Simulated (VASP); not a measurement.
The system is AgCl.

```xyz
2
Lattice="0.0000 2.9932 2.9932 2.8999 0.0000 2.9932 2.8999 2.9932 0.0000" Properties=species:S:1:pos:R:3 pbc="T T T"
Ag    0.0000    0.0000    0.0000
Cl    1.4499    1.4966    1.4966
```

This cell differs from its parent crystal: uniaxial x strain -3.1%.

Base run:

- Program: VASP 6.6.1
- Functional: PBE
- Potentials or basis: VASP PAW PBE potentials, release 64 (Ag, Cl)
- Cutoff: 520 eV
- k mesh: 8 × 8 × 8
- Occupations: fermi-dirac, width 0.02 eV
- Spin: no spin polarisation

Its results: band gap on the k mesh 1.19 eV; pressure 2.3 GPa.

**Question.** The run is repeated on the same cell with these changes: functional from PBE to r2SCAN; occupations from fermi-dirac, width 0.02 eV to gaussian, width 0.01 eV. What comes out?

**Answer.** Band gap on the k mesh 1.53 eV; pressure 1.1 GPa.

Caveats: the PAW data sets were made with another functional, which shifts forces and pressure a little (at least some runs).

